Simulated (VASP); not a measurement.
# Mo in VASP: single point with PBE

Aim: the single point of Mo with PBE.

Everything below comes from runs of VASP 6.6.1. Logs are shortened: lines on timing, memory, paths and dates and some standing lists are left out, and cuts for length are marked.

## Step 1: The cell of the first run

The typed cell holds 2 atoms: a = 3.019 Å, b = 3.019 Å, c = 4.661 Å, α = 97.19°, β = 97.19°, γ = 127.88°.

## Step 2: Single point, PBE, non-collinear spin, zero start, spin-orbit coupling

INCAR

```
PREC     = Accurate       # precision mode
ENCUT    = 500            # plane-wave cutoff, eV
EDIFF    = 1E-6           # SCF threshold, eV
ISMEAR   = -1             # smearing method
SIGMA    = 0.1            # smearing width, eV
LREAL    = False          # projectors in reciprocal space
LASPH    = True           # aspherical terms in the spheres
NELM     = 200            # most SCF steps
ALGO     = Normal         # electronic algorithm
ISIF     = 2              # what is computed and relaxed
LWAVE    = False          # write WAVECAR
LCHARG   = False          # write CHGCAR
LNONCOLLINEAR= True           # non-collinear magnetism
MAGMOM   = 0 0 0 0 0 0    # initial moments
LORBIT   = 11             # projections on sites
LSORBIT  = True           # spin-orbit coupling
GGA_COMPAT= False        
LORBMOM  = True         
LMAXMIX  = 4              # l up to which the mixer works
GGA      = PE             # functional
NBANDS   = 40             # bands
KPAR     = 4
```

KPOINTS

```
Automatic mesh
0
Gamma
  14 14 7
```

POSCAR

```
Mo
1.0
   -1.9181181447      1.9179649585      1.3264839357
    1.9179649585     -1.9181181447      1.3264839357
    3.1594710707      3.1594710707     -1.3267644965
Mo
2
Direct
    0.9999597933      0.0000402067      0.0000000000
    0.7500402067      0.2499597933      0.5000000000
```

Potentials or basis: VASP PAW PBE potentials, release 64 (Mo_sv).

Command:

```bash
$ cat potpaw_PBE.64/Mo_sv/POTCAR > POTCAR
$ mpirun -np 4 vasp_ncl > vasp.out
```

OUTCAR:

```text
PREC = Accurate
   ENCUT = 500
   EDIFF = 1E-6
   ISMEAR = -1
   LREAL = False
   LASPH = True
   NELM = 200
   ISIF = 2
   LNONCOLLINEAR = True
   LORBIT = 11
   LSORBIT = True
   GGA = PE

 ion  position               nearest neighbor table
   1  1.000  0.000  0.000-   2 2.70   2 2.70   2 2.70   2 2.70   2 3.28   2 3.28   2 3.29   2 3.29

   2  0.750  0.250  0.500-   1 2.70   1 2.70   1 2.70   1 2.70   1 3.28   1 3.28   1 3.29   1 3.29

  Warning from LATTYP: Got some problem with cell dimensions!
  Tried to take original basis but could not verify dimensions!
  LATTYP: Found a base centered monoclinic cell.
 ALAT       =     2.6529678802
 B/A-ratio  =     2.0448949990
 C/A-ratio  =     1.7567576706
 COS(beta)  =    -0.2844767536

  Lattice vectors:

 A1 = (   1.9181181447,  -1.9179649585,  -1.3264839357)
 A2 = (  -1.9179649585,   1.9181181447,  -1.3264839357)
 A3 = (   3.1593178845,   3.1593178845,   1.3262033749)

Analysis of symmetry for initial positions (statically):
=====================================================================
 Subroutine PRICEL returns:
 Original cell was already a primitive cell.

 Routine SETGRP: Setting up the symmetry group for a
 base centered monoclinic supercell.

 Subroutine GETGRP returns: Found  4 space group operations
 (whereof  2 operations were pure point group operations)
 out of a pool of  4 trial point group operations.

The static configuration has the point symmetry C_2 .
 The point group associated with its full space group is C_2h.

Analysis of symmetry for dynamics (positions and initial velocities):
=====================================================================
 Subroutine PRICEL returns:
 Original cell was already a primitive cell.

 Routine SETGRP: Setting up the symmetry group for a
 base centered monoclinic supercell.

 Subroutine GETGRP returns: Found  4 space group operations
 (whereof  2 operations were pure point group operations)
 out of a pool of  4 trial point group operations.

The dynamic configuration has the point symmetry C_2 .
 The point group associated with its full space group is C_2h.

Analysis of structural, dynamic, and magnetic symmetry:
=====================================================================
 Subroutine PRICEL returns:
 Original cell was already a primitive cell.

 Routine SETGRP: Setting up the symmetry group for a
 base centered monoclinic supercell.

 Subroutine GETGRP returns: Found  4 space group operations
 (whereof  2 operations were pure point group operations)
 out of a pool of  4 trial point group operations.

The overall configuration has the point symmetry C_2 .
 The point group associated with its full space group is C_2h.

 Subroutine INISYM returns: Found  4 space group operations
 (whereof  2 operations are pure point group operations),
 and found     1 'primitive' translations

----------------------------------------------------------------------------------------

                                     Primitive cell

  volume of cell :      32.1532

  direct lattice vectors                    reciprocal lattice vectors
    -1.918118145  1.917964959  1.326483936    -0.051195461  0.209487108  0.376945480
     1.917964959 -1.918118145  1.326483936     0.209487108 -0.051195461  0.376945480
     3.159471071  3.159471071 -1.326764497     0.158258175  0.158258175  0.000018276

  length of vectors
     3.019491088  3.019491088  4.660989050     0.434273783  0.434273783  0.223810857

  position of ions in fractional coordinates (direct lattice)
     0.999959793  0.000040207  1.000000000
     0.750040207  0.249959793  0.500000000

  ion indices of the primitive-cell ions
   primitive index   ion index
                 1           1
                 2           2

----------------------------------------------------------------------------------------

 KPOINTS: Automatic mesh

Automatic generation of k-mesh.
 Grid dimensions read from file:
 generate k-points for:   14   14    7

 Generating k-lattice:

  Cartesian coordinates                     Fractional coordinates (reciprocal lattice)
    -0.003656819  0.014963365  0.026924677     0.071428571  0.000000000 -0.000000000
     0.014963365 -0.003656819  0.026924677     0.000000000  0.071428571 -0.000000000
     0.022608311  0.022608311  0.000002611     0.000000000  0.000000000  0.142857143

  Length of vectors
     0.031019556  0.031019556  0.031972980

  Shift w.r.t. Gamma in fractional coordinates (k-lattice)
     0.000000000  0.000000000  0.000000000
[... 67 lines left out ...]
   EFERMI_NEDOS =   21; number of points for ismear=-14 and -15
   IALGO  =     38    algorithm
   IMIX   =      4    mixing-type and parameters
     AMIX     =   0.40;   BMIX     =  1.00
     AMIX_MAG =   1.60;   BMIX_MAG =  1.00
  volume/ion in A,a.u.               =      16.08       108.49
  Fermi-wavevector in a.u.,A,eV,Ry     =   1.563338  2.954280 33.252990  2.444026
  Thomas-Fermi vector in A             =   2.666124
   LORBIT       =     11    0 simple, 1 ext, 2 COOP (PROOUT), +10 PAW based schemes
   GGA     = PE    functional components
   LHFCALC =     F    Hartree Fock is set to
   AEXX    =    0.0000 exact exchange contribution
   IVDW    =     0    specifies the selected vdW correction
   LEPSILON=     F    determine dielectric tensor
   LRPA    =     F    only Hartree local field effects (RPA)
  energy-cutoff  :      500.00
  volume of cell :       32.15
 maximum number of plane-waves:      1666
 NGX is ok and might be reduce to    24
   NGX = 11   NGY = 11   NGZ = 17

 number of electron      28.0000000 magnetization       0.0000000      0.0000000      0.0000000

 number of electron      28.0000001 magnetization      -0.0000005      0.0000005     -0.0000000

 number of electron      28.0000001 magnetization       0.0000005     -0.0000005      0.0000000

 Free energy of the ion-electron system (eV)
  ---------------------------------------------------
  ext. energy  EPLUGINS =         0.00000000
  ---------------------------------------------------
  free energy    TOTEN  =       -21.64467066 eV

  energy without entropy =      -21.59463187  energy(sigma->0) =      -21.61965127

 E-fermi :  11.9527     XC(G=0): -13.2073

 val. band max:       11.9496046781   @ k =  -0.2143   0.0000   0.4286
 cond. band min:      11.9555244219   @ k =  -0.0714  -0.1429   0.4286
 fundamental gap:      0.0059197438
 Fermi energy:        11.9526728481

 k-point     1 :       0.0000    0.0000    0.0000
  band No.  band energies     occupation
      1     -49.0806      1.00000
      2     -49.0806      1.00000
      3     -48.8017      1.00000
      4     -48.8017      1.00000
      5     -24.7546      1.00000
      6     -24.7546      1.00000
[... 1021 lines left out ...]
     39      19.5971      0.00000
     40      19.5971      0.00000

 [... further k-points ...]

------------------------ aborting loop because EDIFF is reached ----------------------------------------

  FORCE on cell =-STRESS in cart. coord.  units (eV):
  Direction    XX          YY          ZZ          XY          YZ          ZX
  --------------------------------------------------------------------------------------
  -------------------------------------------------------------------------------------
  Total        0.1369502      0.1369502      0.0555214      0.0067474     -0.0034892     -0.0034891
  in kB        6.8241632      6.8241632      2.7666052      0.3362175     -0.1738666     -0.1738606
  external PRESSURE =       5.4716439 kB  Pullay stress =       0.0000000 kB

 VOLUME and BASIS-vectors are now :
 -----------------------------------------------------------------------------
  energy-cutoff  :      500.00
  volume of cell :       32.15
      direct lattice vectors                 reciprocal lattice vectors
    -1.918118145  1.917964959  1.326483936    -0.051195461  0.209487108  0.376945480
     1.917964959 -1.918118145  1.326483936     0.209487108 -0.051195461  0.376945480
     3.159471071  3.159471071 -1.326764497     0.158258175  0.158258175  0.000018276

 POSITION                                       TOTAL-FORCE (eV/Angst)
 -----------------------------------------------------------------------------------
     -1.91796      1.91781      1.32648        -0.000337      0.000337     -0.000000
      0.62048      2.53883      0.66310         0.000337     -0.000337      0.000000
 -----------------------------------------------------------------------------------
    total drift:                                0.000000     -0.000000     -0.000000

  FREE ENERGIE OF THE ION-ELECTRON SYSTEM (eV)
  ---------------------------------------------------
  free  energy   TOTEN  =       -21.6446706644 eV

  energy  without entropy=      -21.5946318718  energy(sigma->0) =      -21.61965127

 orbital moment (x)

 # of ion     p       d       tot
 ----------------------------------------
  1        -0.000   0.000   0.000
  2        -0.000   0.000   0.000
 ----------------------------------------
           -0.000   0.000   0.000

 orbital moment (y)

 # of ion     p       d       tot
 ----------------------------------------
  1         0.000  -0.000  -0.000
  2         0.000  -0.000  -0.000
 ----------------------------------------
            0.000  -0.000  -0.000

 orbital moment (z)

 # of ion     p       d       tot
 ----------------------------------------
  1        -0.000   0.000  -0.000
  2         0.000  -0.000  -0.000
 ----------------------------------------
           -0.000  -0.000  -0.000

 Spin-Orbit-Coupling matrix elements

 Ion:    1  E_soc:     -0.2064884
 l=   1
     0.0000000    -0.0302790    -0.0301731
    -0.0302790     0.0000000    -0.0302790
    -0.0301731    -0.0302790     0.0000000
 l=   2
     0.0000000    -0.0006712     0.0000000    -0.0006712    -0.0035929
    -0.0006712     0.0000000    -0.0026917    -0.0005136    -0.0008404
     0.0000000    -0.0026917     0.0000000    -0.0026917     0.0000000
    -0.0006712    -0.0005136    -0.0026917     0.0000000    -0.0008404
    -0.0035929    -0.0008404     0.0000000    -0.0008404     0.0000000
 l=   3
     0.0000000     0.0000000     0.0000000     0.0000000     0.0000000     0.0000000     0.0000000
     0.0000000     0.0000000     0.0000000     0.0000000     0.0000000     0.0000000     0.0000000
     0.0000000     0.0000000     0.0000000     0.0000000     0.0000000     0.0000000     0.0000000
     0.0000000     0.0000000     0.0000000     0.0000000     0.0000000     0.0000000     0.0000000
     0.0000000     0.0000000     0.0000000     0.0000000     0.0000000     0.0000000     0.0000000
     0.0000000     0.0000000     0.0000000     0.0000000     0.0000000     0.0000000     0.0000000
     0.0000000     0.0000000     0.0000000     0.0000000     0.0000000     0.0000000     0.0000000

 Ion:    2  E_soc:     -0.2064884
 l=   1
     0.0000000    -0.0302790    -0.0301731
    -0.0302790     0.0000000    -0.0302790
    -0.0301731    -0.0302790     0.0000000
 l=   2
     0.0000000    -0.0006712     0.0000000    -0.0006712    -0.0035929
    -0.0006712     0.0000000    -0.0026917    -0.0005136    -0.0008404
     0.0000000    -0.0026917     0.0000000    -0.0026917     0.0000000
    -0.0006712    -0.0005136    -0.0026917     0.0000000    -0.0008404
    -0.0035929    -0.0008404     0.0000000    -0.0008404     0.0000000
 l=   3
     0.0000000     0.0000000     0.0000000     0.0000000     0.0000000     0.0000000     0.0000000
     0.0000000     0.0000000     0.0000000     0.0000000     0.0000000     0.0000000     0.0000000
     0.0000000     0.0000000     0.0000000     0.0000000     0.0000000     0.0000000     0.0000000
     0.0000000     0.0000000     0.0000000     0.0000000     0.0000000     0.0000000     0.0000000
     0.0000000     0.0000000     0.0000000     0.0000000     0.0000000     0.0000000     0.0000000
     0.0000000     0.0000000     0.0000000     0.0000000     0.0000000     0.0000000     0.0000000
     0.0000000     0.0000000     0.0000000     0.0000000     0.0000000     0.0000000     0.0000000

 total charge

# of ion       s       p       d       tot
------------------------------------------
    1        2.380   6.188   3.931  12.499
    2        2.380   6.188   3.931  12.499
--------------------------------------------------
tot          4.760  12.376   7.863  24.998

 magnetization (x)

# of ion       s       p       d       tot
------------------------------------------
    1       -0.000  -0.000  -0.000  -0.000
    2       -0.000  -0.000  -0.000  -0.000
--------------------------------------------------
tot         -0.000  -0.000  -0.000  -0.000

 magnetization (y)

# of ion       s       p       d       tot
------------------------------------------
    1        0.000   0.000   0.000   0.000
    2        0.000   0.000   0.000   0.000
--------------------------------------------------
tot          0.000   0.000   0.000   0.000

 magnetization (z)

# of ion       s       p       d       tot
------------------------------------------
    1        0.000   0.000   0.000   0.000
    2        0.000   0.000   0.000   0.000
--------------------------------------------------
tot          0.000   0.000   0.000   0.000
```

Wall time 3.5 min (4 MPI ranks of Intel Xeon Platinum 8488C (Sapphire Rapids), shared host); peak memory 0.66 GiB.

What came out:

| Property | Result |
| --- | --- |
| Free energy | -21.6447 eV |
| Pressure | 0.5 GPa |
| Net moment | 0.00 μB per cell |
| Valence electrons inside the program's atomic spheres | Mo 12.50 |

Moments on the atoms (μB; x, y, z):
```
Mo  0.00 0.00 0.00
Mo  0.00 0.00 0.00
```
